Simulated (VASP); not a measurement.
Set up this calculation in VASP 6.6.1, as the native input.

| Property | Result |
| --- | --- |
| Task | single point |
| Functional | PBEsol |
| Potentials or basis | VASP PAW PBE potentials, release 64 (Zn, P, Si) |
| Cutoff | 500 eV |
| k mesh | 7 × 7 × 7 |
| Occupations | fermi-dirac, width 0.05 eV |
| Spin | no spin polarisation |
| Dipole correction | no |
| Further INCAR settings | ALGO = Normal; EDIFF = 1e-06; NBANDS = 36 |

The structure of ZnSiP2 lies in POSCAR:

```
ZnSiP2
1.0
   -2.7393970699      2.7393970699      5.3326062938
    2.7393970699     -2.7393970699      5.3326062938
    2.7393970699      2.7393970699     -5.3326062938
Zn P Si
2 4 2
Direct
    0.7500000000      0.2500000000      0.5000000000
    0.0000000000      0.0000000000      0.0000000000
    0.1423012000      0.6250000000      0.0173012000
    0.6076988000      0.1250000000      0.9826988000
    0.8750000000      0.8576988000      0.4826988000
    0.3750000000      0.3923012000      0.5173012000
    0.2500000000      0.7500000000      0.5000000000
    0.5000000000      0.5000000000      0.0000000000
```

One way to write it, as run:

INCAR

```
SYSTEM = ZnSiP2
PREC     = Accurate       ! precision mode
ENCUT    = 500            ! plane-wave cutoff, eV
EDIFF    = 1E-6           ! SCF threshold, eV
ISMEAR   = -1             ! smearing method
SIGMA    = 0.05           ! smearing width, eV
LREAL    = .False.        ! projectors in reciprocal space
LASPH    = .True.         ! aspherical terms in the spheres
NELM     = 120            ! most SCF steps
ALGO     = Normal         ! electronic algorithm
ISIF     = 2              ! what is computed and relaxed
LWAVE    = .False.        ! write WAVECAR
LCHARG   = .False.        ! write CHGCAR
GGA      = PS             ! functional
NBANDS   = 36             ! bands
GGA_COMPAT= .False.
```

KPOINTS

```
Automatic mesh
0
Gamma
  7 7 7
  0 0 0
```

Potentials or basis: VASP PAW PBE potentials, release 64 (Zn, P, Si).

Command:

```sh
$ cat potpaw_PBE.64/Zn/POTCAR potpaw_PBE.64/P/POTCAR potpaw_PBE.64/Si/POTCAR > POTCAR
$ mpirun -np 1 vasp_std > vasp.out
```

It gave:

```yaml
Pressure: -5.2 GPa
Largest_force: 0.018 eV/Å
Band_gap_on_the_k_mesh: 1.31 eV
```

Caveat: the cell stands under tension; the PAW data sets were made with another functional, which shifts forces and pressure a little.

Run time: 9 min on 1 thread of Oxide Virtual Turin-like Processor (shared host), peak memory 0.39 GiB.
